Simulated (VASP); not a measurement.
Set up this calculation in VASP 6.6.1, as the native input.

| Item | Value |
| --- | --- |
| Task | single point |
| Functional | PBE |
| Potentials or basis | VASP PAW PBE potentials, release 64 (Yb, N) |
| Cutoff | 520 eV |
| k mesh | 8 × 8 × 8 |
| Occupations | gaussian, width 0.05 eV |
| Spin | collinear spin, ferromagnetic start |
| Starting moments | [1.0, 0.0] μB |
| Hubbard terms | Yb f U = 6.0 eV |
| Dipole correction | no |
| Further INCAR settings | ALGO = Normal; EDIFF = 1e-07; NBANDS = 26 |

The structure of YbN lies in POSCAR:

```
YbN
1.0
    0.0000000000      2.5811819695      2.5811819695
    2.5811819695      0.0000000000      2.5811819695
    2.5811819695      2.5811819695      0.0000000000
Yb N
1 1
Direct
    0.0000000000      0.0000000000      0.0000000000
    0.2500000000      0.2500000000      0.2500000000
```

The input as run:

INCAR

```
SYSTEM = YbN
PREC = Accurate
ENCUT = 520
EDIFF = 1E-7
ISMEAR = 0
SIGMA = 0.05
LREAL = .FALSE.
LASPH = .TRUE.
NELM = 150
ALGO = Normal
ISIF = 2
LWAVE = .FALSE.
LCHARG = .TRUE.
ISPIN = 2
MAGMOM = 1 0
LORBIT = 11
LMAXMIX = 6
LDAU = .TRUE.
LDAUTYPE = 2
LDAUL = 3 -1
LDAUU = 6 0
LDAUJ = 0 0
LDAUPRINT = 1
GGA = PE
LELF = .TRUE.
LVHAR = .TRUE.
NBANDS = 26
```

KPOINTS

```
Automatic mesh
0
G
  8 8 8
  0 0 0
```

Potentials or basis: VASP PAW PBE potentials, release 64 (Yb, N).

The run is started by

```console
$ cat potpaw_PBE.64/Yb/POTCAR potpaw_PBE.64/N/POTCAR > POTCAR
$ mpirun -np 1 vasp_std > vasp.out
```

Results of the run:

The pressure is 2.0 GPa, the band gap on the k mesh is zero (filled and empty bands overlap) and the net moment is 1.00 μB per cell. The site moments are Yb +0.56; N +0.33 μB and the valence electrons inside the program's atomic spheres are Yb 22.39; N 3.66.

Caveat: spin-orbit coupling is left out, which moves the levels of the heavy elements.

Wall time 60 s on 1 thread of Intel(R) Xeon(R) 6975P-C (Granite Rapids), with other jobs on the host, peak memory 0.21 GiB.
